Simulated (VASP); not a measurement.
# Rh (Pm-3n) in VASP: relaxation of cell and atoms with revPBE

Aim: the relaxation of cell and atoms of Rh with revPBE.

Everything below comes from runs of VASP 6.6.1. Logs are shortened: lines on timing, memory, paths and dates and some standing lists are left out, and cuts for length are marked.

**1. The cell of the first run**

The structure is cubic, space group Pm-3n (No. 223). The conventional cell has a = 4.792 Å, b = 4.792 Å, c = 4.792 Å, α = 90.00°, β = 90.00°, γ = 90.00°. Within 3.5 Å of Rh (site symmetry m-3) lie 12 Rh at 2.68 Å. Rh (site symmetry -4m2) has 14 Rh at 2.40 to 2.93 Å within 3.2 Å.

**2. Relaxation of cell and atoms, revPBE**

INCAR reads:

```
PREC = Accurate ; ENCUT = 600
EDIFF = 1E-7 ; ISMEAR = -1
SIGMA = 0.1 ; LREAL = F
LASPH = T ; NELM = 100
ALGO = Normal ; ISIF = 3
LWAVE = F ; LCHARG = F
GGA = RE ; IBRION = 2
NSW = 80 ; EDIFFG = -0.01
LUSENCCL = F
```

KPOINTS reads:

```
Automatic mesh
0
Gamma
  6 6 6
```

POSCAR reads:

```
Rh
1.0
    4.7916057449      0.0000000000      0.0000000000
    0.0000000000      4.7916057449      0.0000000000
    0.0000000000      0.0000000000      4.7916057449
Rh
8
Direct
    0.0000000000      0.0000000000      0.0000000000
    0.5000000000      0.5000000000      0.5000000000
    0.2500000000      0.0000000000      0.5000000000
    0.7500000000      0.0000000000      0.5000000000
    0.5000000000      0.2500000000      0.0000000000
    0.5000000000      0.7500000000      0.0000000000
    0.0000000000      0.5000000000      0.2500000000
    0.0000000000      0.5000000000      0.7500000000
```

Potentials or basis: VASP PAW PBE potentials, release 64 (Rh_pv).

The run is started by

```sh
$ cat potpaw_PBE.64/Rh_pv/POTCAR > POTCAR
$ mpirun -np 1 vasp_std > vasp.out
```

OUTCAR:

```text
PREC = Accurate
   ENCUT = 600
   EDIFF = 1E-7
   ISMEAR = -1
   LREAL = F
   LASPH = T
   NELM = 100
   ISIF = 3
   GGA = RE
   IBRION = 2
   NSW = 80
   EDIFFG = -0.01

 ion  position               nearest neighbor table
   1  0.000  0.000  0.000-   3 2.68   4 2.68   5 2.68   6 2.68   7 2.68   8 2.68   3 2.68   4 2.68
                             7 2.68   8 2.68   5 2.68   6 2.68
   2  0.500  0.500  0.500-   3 2.68   4 2.68   5 2.68   6 2.68   7 2.68   8 2.68   5 2.68   6 2.68
                             3 2.68   4 2.68   7 2.68   8 2.68
   3  0.250  0.000  0.500-   4 2.40   4 2.40   1 2.68   1 2.68   2 2.68   2 2.68   8 2.93   5 2.93
                             5 2.93   6 2.93   6 2.93   7 2.93   8 2.93   7 2.93
   4  0.750  0.000  0.500-   3 2.40   3 2.40   1 2.68   1 2.68   2 2.68   2 2.68   8 2.93   5 2.93
                             5 2.93   6 2.93   6 2.93   7 2.93   8 2.93   7 2.93
   5  0.500  0.250  0.000-   6 2.40   6 2.40   1 2.68   2 2.68   2 2.68   1 2.68   8 2.93   4 2.93
                             3 2.93   4 2.93   3 2.93   7 2.93   7 2.93   8 2.93
   6  0.500  0.750  0.000-   5 2.40   5 2.40   1 2.68   2 2.68   2 2.68   1 2.68   8 2.93   4 2.93
                             3 2.93   4 2.93   3 2.93   7 2.93   7 2.93   8 2.93
   7  0.000  0.500  0.250-   8 2.40   8 2.40   1 2.68   2 2.68   1 2.68   2 2.68   3 2.93   4 2.93
                             5 2.93   3 2.93   4 2.93   6 2.93   5 2.93   6 2.93
   8  0.000  0.500  0.750-   7 2.40   7 2.40   1 2.68   2 2.68   1 2.68   2 2.68   3 2.93   4 2.93
                             5 2.93   3 2.93   4 2.93   6 2.93   5 2.93   6 2.93

  LATTYP: Found a simple cubic cell.
 ALAT       =     4.7916057449

  Lattice vectors:

 A1 = (   4.7916057449,   0.0000000000,   0.0000000000)
 A2 = (   0.0000000000,   4.7916057449,   0.0000000000)
 A3 = (   0.0000000000,   0.0000000000,   4.7916057449)

Analysis of symmetry for initial positions (statically):
=====================================================================
 Subroutine PRICEL returns:
 Original cell was already a primitive cell.

 Routine SETGRP: Setting up the symmetry group for a
 simple cubic supercell.

 Subroutine GETGRP returns: Found 48 space group operations
 (whereof 24 operations were pure point group operations)
 out of a pool of 48 trial point group operations.

The static configuration has the point symmetry T_h .
 The point group associated with its full space group is O_h .

Analysis of symmetry for dynamics (positions and initial velocities):
=====================================================================
 Subroutine PRICEL returns:
 Original cell was already a primitive cell.

 Routine SETGRP: Setting up the symmetry group for a
 simple cubic supercell.

 Subroutine GETGRP returns: Found 48 space group operations
 (whereof 24 operations were pure point group operations)
 out of a pool of 48 trial point group operations.

The dynamic configuration has the point symmetry T_h .
 The point group associated with its full space group is O_h .

 Subroutine INISYM returns: Found 48 space group operations
 (whereof 24 operations are pure point group operations),
 and found     1 'primitive' translations

----------------------------------------------------------------------------------------

                                     Primitive cell

  volume of cell :     110.0128

  direct lattice vectors                    reciprocal lattice vectors
     4.791605745  0.000000000  0.000000000     0.208698306  0.000000000  0.000000000
     0.000000000  4.791605745  0.000000000     0.000000000  0.208698306  0.000000000
     0.000000000  0.000000000  4.791605745     0.000000000  0.000000000  0.208698306

  length of vectors
     4.791605745  4.791605745  4.791605745     0.208698306  0.208698306  0.208698306

  position of ions in fractional coordinates (direct lattice)
     0.000000000  0.000000000  0.000000000
     0.500000000  0.500000000  0.500000000
     0.250000000  0.000000000  0.500000000
     0.750000000  0.000000000  0.500000000
     0.500000000  0.250000000  0.000000000
     0.500000000  0.750000000  0.000000000
     0.000000000  0.500000000  0.250000000
     0.000000000  0.500000000  0.750000000

  ion indices of the primitive-cell ions
   primitive index   ion index
                 1           1
                 2           2
                 3           3
                 4           4
                 5           5
                 6           6
                 7           7
                 8           8

----------------------------------------------------------------------------------------

 KPOINTS: Automatic mesh

Automatic generation of k-mesh.
 Grid dimensions read from file:
 generate k-points for:    6    6    6

 Generating k-lattice:

  Cartesian coordinates                     Fractional coordinates (reciprocal lattice)
     0.034783051  0.000000000  0.000000000     0.166666667  0.000000000  0.000000000
     0.000000000  0.034783051  0.000000000     0.000000000  0.166666667  0.000000000
     0.000000000  0.000000000  0.034783051     0.000000000  0.000000000  0.166666667

  Length of vectors
     0.034783051  0.034783051  0.034783051

  Shift w.r.t. Gamma in fractional coordinates (k-lattice)
     0.000000000  0.000000000  0.000000000

 Subroutine IBZKPT returns following result:
 ===========================================

 Found     20 irreducible k-points:

 Following reciprocal coordinates:
            Coordinates               Weight
  0.000000  0.000000  0.000000      1.000000
  0.166667  0.000000  0.000000      6.000000
  0.333333  0.000000  0.000000      6.000000
  0.500000  0.000000  0.000000      3.000000
  0.166667  0.166667  0.000000     12.000000
  0.333333  0.166667  0.000000     24.000000
[... 12 lines left out ...]
  0.500000  0.500000  0.333333      6.000000
  0.500000  0.500000  0.500000      1.000000
   k-points           NKPTS =     20   k-points in BZ     NKDIM =     20   number of bands    NBANDS=     72
   number of dos      NEDOS =    301   number of ions     NIONS =      8
   total plane-waves  NPLWV =  64000
   dimension x,y,z NGX =    40 NGY =   40 NGZ =   40
   dimension x,y,z NGXF=    80 NGYF=   80 NGZF=   80
   ions per type =               8
   NGX,Y,Z   is equivalent  to a cutoff of  13.88, 13.88, 13.88 a.u.
   NGXF,Y,Z  is equivalent  to a cutoff of  27.76, 27.76, 27.76 a.u.
 SYSTEM =  unknown system
   PREC   = accura    normal or accurate (medium, high low for compatibility)
   ISTART =      0    job   : 0-new  1-cont  2-samecut
   ICHARG =      2    charge: 1-file 2-atom 10-const
   ISPIN  =      1    spin polarized calculation?
   LNONCOLLINEAR =      F non collinear calculations
   LSORBIT =      F    spin-orbit coupling
   LASPH  =      T    aspherical Exc in radial PAW
   ENCUT  =  600.0 eV  44.10 Ry    6.64 a.u.   9.57  9.57  9.57*2*pi/ulx,y,z
   NELM   =    100;   NELMIN=  2; NELMDL= -5     # of ELM steps
   EDIFF  = 0.1E-06   stopping-criterion for ELM
   LREAL  =      F    real-space projection
   EDIFFG = -.1E-01   stopping-criterion for IOM
   NSW    =     80    number of steps for IOM
   IBRION =      2    ionic relax: 0-MD 1-quasi-New 2-CG
   NFREE  =      1    steps in history (QN), initial steepest desc. (CG)
   ISIF   =      3    stress and relaxation
   ISYM   =      2    0-nonsym 1-usesym 2-fastsym
   POTIM  = 0.5000    time-step for ionic-motion
   TEBEG  =    0.0;   TEEND  =   0.0 temperature during run
   PSTRESS=    0.0 pullay stress
   NELECT =     120.0000    total number of electrons
   NUPDOWN=      -1.0000    fix difference up-down
   EMIN   =  10.00;   EMAX   =-10.00  energy-range for DOS
   EFERMI =   0.00;   METHOD = LEGACY
   ISMEAR =    -1;   SIGMA  =   0.10  broadening in eV -4-tet -1-fermi 0-gaus
   EFERMI_NEDOS =   21; number of points for ismear=-14 and -15
   IALGO  =     38    algorithm
   IMIX   =      4    mixing-type and parameters
     AMIX     =   0.40;   BMIX     =  1.00
     AMIX_MAG =   1.60;   BMIX_MAG =  1.00
  volume/ion in A,a.u.               =      13.75        92.80
  Fermi-wavevector in a.u.,A,eV,Ry     =   1.685211  3.184586 38.639656  2.839935
  Thomas-Fermi vector in A             =   2.768095
   LORBIT       =      0    0 simple, 1 ext, 2 COOP (PROOUT), +10 PAW based schemes
   GGA     = RE    functional components
   LHFCALC =     F    Hartree Fock is set to
   AEXX    =    0.0000 exact exchange contribution
   IVDW    =     0    specifies the selected vdW correction
   LEPSILON=     F    determine dielectric tensor
   LRPA    =     F    only Hartree local field effects (RPA)
 conjugate gradient relaxation of ions
 non-spin polarized calculation
  energy-cutoff  :      600.00
  volume of cell :      110.01
 maximum number of plane-waves:      3743
 NGX is ok and might be reduce to    40
   NGX = 19   NGY = 19   NGZ = 19

--------------------------------------- Ionic step        1  -------------------------------------------

 number of electron     120.0000030 magnetization

 Free energy of the ion-electron system (eV)
  ---------------------------------------------------
  ext. energy  EPLUGINS =         0.00000000
  ---------------------------------------------------
  free energy    TOTEN  =       -51.52577008 eV

  energy without entropy =      -51.04359899  energy(sigma->0) =      -51.28468454

------------------------ aborting loop because EDIFF is reached ----------------------------------------

  FORCE on cell =-STRESS in cart. coord.  units (eV):
  Direction    XX          YY          ZZ          XY          YZ          ZX
  --------------------------------------------------------------------------------------
  -------------------------------------------------------------------------------------
  Total       13.1235542     13.1235542     13.1235542     -0.0000000     -0.0000000      0.0000000
  in kB      191.1255822    191.1255822    191.1255822     -0.0000000     -0.0000000      0.0000000
  external PRESSURE =     191.1255822 kB  Pullay stress =       0.0000000 kB
[... 27 lines left out ...]
  energy  without entropy=      -51.0435989921  energy(sigma->0) =      -51.28468454

--------------------------------------- Ionic step        2  -------------------------------------------

 number of electron     120.0000092 magnetization

 E-fermi :   8.2603     XC(G=0): -12.5007

 val. band max:        8.2548855107   @ k =   0.5000   0.3333   0.0000
 cond. band min:       8.2616259697   @ k =   0.5000   0.3333   0.1667
 fundamental gap:      0.0067404590
 Fermi energy:         8.2602992286

 k-point     1 :       0.0000    0.0000    0.0000
  band No.  band energies     occupation
      1     -38.3014      2.00000
      2     -38.3014      2.00000
      3     -38.2678      2.00000
      4     -37.9445      2.00000
      5     -37.9445      2.00000
      6     -37.9445      2.00000
[... 1570 lines left out ...]
  energy  without entropy=      -51.4347416730  energy(sigma->0) =      -51.70664130

--------------------------------------- Ionic step        4  -------------------------------------------

 number of electron     120.0000031 magnetization

 Free energy of the ion-electron system (eV)
  ---------------------------------------------------
  ext. energy  EPLUGINS =         0.00000000
  ---------------------------------------------------
  free energy    TOTEN  =       -51.97985095 eV

  energy without entropy =      -51.43908954  energy(sigma->0) =      -51.70947024

 E-fermi :  10.7075     XC(G=0): -13.4691

 val. band max:       10.7002072378   @ k =   0.3333   0.3333   0.0000
 cond. band min:      10.7178093378   @ k =   0.3333   0.3333   0.0000
 fundamental gap:      0.0176021000
 Fermi energy:        10.7075363444

 k-point     1 :       0.0000    0.0000    0.0000
  band No.  band energies     occupation
      1     -36.4409      2.00000
      2     -36.4409      2.00000
      3     -36.3785      2.00000
      4     -35.9594      2.00000
      5     -35.9594      2.00000
      6     -35.9594      2.00000
[... 1524 lines left out ...]
  FREE ENERGIE OF THE ION-ELECTRON SYSTEM (eV)
  ---------------------------------------------------
  free  energy   TOTEN  =       -51.9798509459 eV

  energy  without entropy=      -51.4390895374  energy(sigma->0) =      -51.70947024

 reached required accuracy - stopping structural energy minimisation
```

Wall time 8.3 min (1 × NVIDIA H100 80GB with 1 thread of Intel Xeon Platinum 8481C at 2.70GHz (Sapphire Rapids), shared host); peak memory 1.3 GiB.

What came out:

| Property | Result |
| --- | --- |
| Free energy | -51.9799 eV |
| Relaxed volume | 14.78 Å³/atom |
| Relaxed cell | a = 4.909 Å, b = 4.909 Å, c = 4.909 Å, α = 90.00°, β = 90.00°, γ = 90.00° |
| Space group after relaxing (to 0.1 Å) | Pm-3n (No. 223) |
| Energy gained by relaxing | 56.8 meV/atom |
| Ionic steps | 4 |
| Pressure after relaxing | -0.1 GPa |
| Band gap on the k mesh | zero (bands 60 and 61 overlap by 0.41 eV) |

Step by step:
```
step  energy change (eV)  largest force (eV/Å)  pressure (GPa)  volume (Å³)
   1              0.0000                0.0000           19.11       110.01
   2              1.2166                0.0000          -22.59       138.25
   3             -0.4528                0.0000           -0.88       118.70
   4             -0.4541                0.0000           -0.11       118.28
```

Final structure:
```
Rh
1.0
     4.90870    0.00000    0.00000
     0.00000    4.90870    0.00000
     0.00000    0.00000    4.90870
Rh
8
Cartesian
  0.0000 0.0000 0.0000
  2.4544 2.4544 2.4544
  1.2272 0.0000 2.4544
  3.6815 0.0000 2.4544
  2.4544 1.2272 0.0000
  2.4544 3.6815 0.0000
  0.0000 2.4544 1.2272
  0.0000 2.4544 3.6815
```

Caveat: the PAW data sets were made with another functional, which shifts forces and pressure a little.
